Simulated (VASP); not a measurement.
# LiCl: single point with PBE

LiCl:

```
Li Cl
1.0
     3.95758    0.00000    0.00000
    -1.97879    3.42737    0.00000
     0.00000    0.00000    6.32796
Li Cl
2 2
Direct
  0.66667 0.33333 0.87808
  0.33333 0.66667 0.37808
  0.66667 0.33333 0.49692
  0.33333 0.66667 0.99692
```

| Quantity | Value |
| --- | --- |
| Program | VASP 6.6.1 |
| Task | single point |
| Functional | PBE |
| Potentials or basis | VASP PAW PBE potentials, release 64 (Li_sv, Cl) |
| Cutoff | 520 eV |
| k mesh | 6 × 6 × 2 |
| Occupations | gaussian, width 0.01 eV |
| Spin | no spin polarisation |

```json
{
  "Band gap on the k mesh": "5.86 eV"
}
```

Levels at points of the mesh, in eV from the valence-band top:
```
           k point  band 6  band 7  band 8  band 9  band 10  band 11  band 12  band 13  band 14  band 15
(0.00, 0.00, 0.00)   -0.38   -0.38   -0.08   -0.08     0.00     5.86     8.11     9.91     9.91    10.42
(0.50, 0.00, 0.00)   -1.32   -1.10   -0.88   -0.56    -0.33     7.82     7.94     9.00    10.26    10.40
(0.00, 0.00, 0.50)   -1.08   -0.23   -0.23   -0.23    -0.23     7.16     7.16    10.12    10.12    10.12
(0.50, 0.00, 0.50)   -1.76   -0.62   -0.62   -0.55    -0.55     7.36     7.36     9.86     9.86    11.48
```

Run time: 42 s on 1 thread of AMD EPYC 7R13, with other jobs on the host, peak memory 0.16 GiB.

Caveat: the k points lie up to 0.50 Å⁻¹ apart.
